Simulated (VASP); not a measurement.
Wanted: the native input for a VASP 6.6.1 run.

- Task: single point
- Functional: r2SCAN
- Potentials or basis: VASP PAW PBE potentials, release 64 (Cd, Te)
- Cutoff: 520 eV
- k mesh: 8 × 8 × 8
- Occupations: gaussian, width 0.02 eV
- Spin: no spin polarisation
- Dipole correction: no
- Further INCAR settings: ALGO = Normal; EDIFF = 1e-06; NBANDS = 16

CdTe:

```
Cd Te
1.0
     0.00000    3.21098    3.21098
     3.21098    0.00000    3.21098
     3.21098    3.21098    0.00000
Cd Te
1 1
Direct
  0.00000 0.00000 0.00000
  0.25000 0.25000 0.25000
```

The input as run:

POSCAR

```
CdTe
1.0
    0.0000000000      3.2109819901      3.2109819901
    3.2109819901      0.0000000000      3.2109819901
    3.2109819901      3.2109819901      0.0000000000
Cd Te
1 1
Direct
    0.0000000000      0.0000000000      0.0000000000
    0.2500000000      0.2500000000      0.2500000000
```

INCAR.step1

```
SYSTEM = CdTe
PREC = Accurate
ENCUT = 520
ISMEAR = 0
SIGMA = 0.02
LREAL = .FALSE.
LASPH = .TRUE.
NELM = 60
NBANDS = 16
GGA = PE
ALGO = Normal
EDIFF = 1E-4
LWAVE = .TRUE.
LCHARG = .FALSE.
```

INCAR.step2

```
SYSTEM = CdTe
PREC = Accurate
ENCUT = 520
EDIFF = 1E-6
ISMEAR = 0
SIGMA = 0.02
LREAL = .FALSE.
LASPH = .TRUE.
NELM = 60
ALGO = Normal
ISIF = 2
LWAVE = .FALSE.
LCHARG = .TRUE.
METAGGA = R2SCAN
LMIXTAU = .TRUE.
LELF = .TRUE.
LVHAR = .TRUE.
NBANDS = 16
ISTART = 1
```

KPOINTS

```
regular mesh
0
G
  8 8 8
  0 0 0
```

Potentials or basis: VASP PAW PBE potentials, release 64 (Cd, Te).

The run is started by

```console
$ cat potpaw_PBE.64/Cd/POTCAR potpaw_PBE.64/Te/POTCAR > POTCAR
$ cp INCAR.step1 INCAR
$ mpirun -np 1 vasp_std > vasp.out
$ cp INCAR.step2 INCAR
$ mpirun -np 1 vasp_std > vasp.out
```

Results of the run:

```yaml
Pressure: 3.1 GPa
Band_gap_on_the_k_mesh: 1.36 eV
```

Caveat: the cell stands under pressure; the PAW data sets were made with another functional, which shifts forces and pressure a little; spin-orbit coupling is left out, which moves the levels of the heavy elements.

Run time: 76 s on 1 thread of Intel Xeon 6975P-C (shared host), peak memory 0.23 GiB.
